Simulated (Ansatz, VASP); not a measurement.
# MgI2: VASP beside Ansatz

INCAR

```
PREC     = Accurate       # precision mode
ENCUT    = 520            # plane-wave cutoff, eV
EDIFF    = 1E-7           # SCF threshold, eV
ISMEAR   = -1             # smearing method
SIGMA    = 0.05           # smearing width, eV
LREAL    = F              # projectors in reciprocal space
LASPH    = T              # aspherical terms in the spheres
NELM     = 60             # most SCF steps
ALGO     = Normal         # electronic algorithm
ISIF     = 2              # what is computed and relaxed
LWAVE    = F              # write WAVECAR
LCHARG   = F              # write CHGCAR
NBANDS   = 15             # bands
```

KPOINTS

```
regular mesh
0
Gamma
  8 8 4
```

File POSCAR:

```
MgI2
1.0
    4.1400000000      0.0000000000      0.0000000000
   -2.0700000000      3.5853451717      0.0000000000
    0.0000000000      0.0000000000      6.8800000000
I Mg
2 1
Direct
    0.6666666667      0.3333333333      0.7500000000
    0.3333333333      0.6666666667      0.2500000000
    0.0000000000      0.0000000000      0.0000000000
```

File input.yaml:

```yaml
crystal:
  lattice:
    - [4.14, 0.0, 0.0]
    - [-2.07, 3.5853451717, 0.0]
    - [0.0, 0.0, 6.88]
  atoms:
    - { symbol: I, position: [0.6666666667, 0.3333333333, 0.75] }
    - { symbol: I, position: [0.3333333333, 0.6666666667, 0.25] }
    - { symbol: Mg, position: [0.0, 0.0, 0.0] }
hamiltonian:
  xc: lda
  pseudopotentials: { kind: paw }
kpoints:
  mp_grid: { grid: [8, 8, 4] }
  band_path:
    path:
      - [[0.0, 0.0, 0.0], [0.5, 0.0, 0.0], [0.3333333333, 0.3333333333, 0.0], [0.0, 0.0, 0.0], [0.0, 0.0, 0.5], [0.5, 0.0, 0.5], [0.3333333333, 0.3333333333, 0.5], [0.0, 0.0, 0.5]]
      - [[0.5, 0.0, 0.5], [0.5, 0.0, 0.0]]
      - [[0.3333333333, 0.3333333333, 0.0], [0.3333333333, 0.3333333333, 0.5]]
    npoints: 14
scf:
  occupations: { method: fermi_dirac, width: 0.05 }
  n_extra_bands: 7
output:
  forces: true
  stress: true
  eigenvalues: true
  fatbands: true
```

Alike in both runs: functional LDA; k mesh 8 × 8 × 4; occupations fermi-dirac, width 0.05 eV; no spin polarisation.

|  | VASP | Ansatz |
| --- | --- | --- |
| version | VASP 6.6.1 | Ansatz 0.2.0 |
| potentials or method | VASP PAW LDA potentials, release 64 (I, Mg) | Ansatz PAW |
| plane-wave cutoff (eV) | 520 | 420 |
| valence electrons in the cell | 16 | 44 |
| task | single point | band structure |

Ansatz gave:

| Item | Value |
| --- | --- |
| gap on the k mesh at the Fermi level (eV) | 3.33 |
| least direct gap on the mesh (eV) | 3.37 |
| pressure (GPa) | -2.0 |
| traceless stress, the component that is largest in VASP (GPa) | -0.37 |
| rms of the force components (eV/Å) | 0.177 |

Task: Estimate VASP's values.

Result: gap on the k mesh at the Fermi level (eV): 3.31; least direct gap on the mesh (eV): 3.38; pressure (GPa): -2.1; traceless stress, the component that is largest in VASP (GPa): -0.36; rms of the force components (eV/Å): 0.183.

LDA's correlation is that of Perdew and Zunger in VASP and of Perdew and Wang (1992) in Ansatz. Atom by atom the forces differ by 0.006 eV/Å (rms over components). VASP's potentials hold 16 valence electrons a cell and Ansatz's 44, so a difference there can come from the potentials and not from the codes.

Spin-orbit coupling is off throughout.
